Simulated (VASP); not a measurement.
Wanted: the native input for a VASP 6.6.1 run.

```yaml
Task: single point
Functional: LDA
Potentials_or_basis: VASP PAW LDA potentials, release 64 (Nb_sv, B)
Cutoff: 520 eV
k_mesh: 18 × 18 × 14
Occupations: gaussian, width 0.15 eV
Spin: no spin polarisation
Dipole_correction: no
Further_INCAR_settings: ALGO = Normal; EDIFF = 1e-06; NBANDS = 16
```

The structure of NbB2 lies in POSCAR:

```
NbB2
1.0
    2.9951814504      0.0000000000      0.0000000000
   -1.4975907252      2.5939032250      0.0000000000
    0.0000000000      0.0000000000      3.2813216790
Nb B
1 2
Direct
    0.0000000000      0.0000000000      0.0000000000
    0.3333333333      0.6666666667      0.5000000000
    0.6666666667      0.3333333333      0.5000000000
```

This cell differs from its parent crystal: strain -0.025 along x and y, +0.000 along z.

These files were run (other wordings do the same):

INCAR

```
SYSTEM = NbB2
PREC = Accurate ; ENCUT = 520
EDIFF = 1E-6 ; ISMEAR = 0
SIGMA = 0.15 ; LREAL = .FALSE.
LASPH = .TRUE. ; NELM = 100
ALGO = Normal ; ISIF = 2
LWAVE = .FALSE. ; LCHARG = .FALSE.
GGA = CA ; NBANDS = 16
```

KPOINTS

```
Automatic mesh
0
G
  18 18 14
  0 0 0
```

Potentials or basis: VASP PAW LDA potentials, release 64 (Nb_sv, B).

Launch:

```sh
$ cat potpaw_LDA.64/Nb_sv/POTCAR potpaw_LDA.64/B/POTCAR > POTCAR
$ mpirun -np 1 vasp_std > vasp.out
```

Results of the run:

- Pressure: 18.2 GPa

Caveat: the cell differs from its parent crystal (strain -0.025 along x and y, +0.000 along z).

It took 31 s on 1 thread of Intel(R) Xeon(R) 6975P-C (Granite Rapids), on a shared host, peak memory 0.22 GiB.
